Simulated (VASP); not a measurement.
In, 2 atoms in the cell. It takes space group P6_3/mmc (No. 194, hexagonal). Conventional cell: a = 3.347 Å, b = 3.347 Å, c = 5.449 Å, α = 90.00°, β = 90.00°, γ = 120.00°. Within 4.4 Å of In (site symmetry -6m2) lie 12 In at 3.34 to 3.35 Å. 

| Property | Result |
| --- | --- |
| Program | VASP 6.6.1 |
| Task | single point |
| Functional | r2SCAN |
| Potentials or basis | VASP PAW PBE potentials, release 64 (In_d) |
| Cutoff | 520 eV |
| k mesh | 12 × 12 × 7 |
| Occupations | fermi-dirac, width 0.1 eV |
| Spin | no spin polarisation |
| Dipole correction | no |
| Further INCAR settings | ALGO = Normal; EDIFF = 1e-07; NBANDS = 20 |

Potentials or basis: VASP PAW PBE potentials, release 64 (In_d).

Run with:

```bash
$ cat potpaw_PBE.64/In_d/POTCAR > POTCAR
$ cp INCAR.step1 INCAR
$ mpirun -np 1 vasp_std > vasp.out
$ cp INCAR.step2 INCAR
$ mpirun -np 1 vasp_std > vasp.out
```

Hardware: 1 thread of Intel Xeon 6975P-C, on a shared host.

Problem. Estimate the wall time of this run.

Solution. It took 6.5 min on 1 thread of Intel Xeon 6975P-C (shared host), peak memory 0.22 GiB. Counts: k points 76.
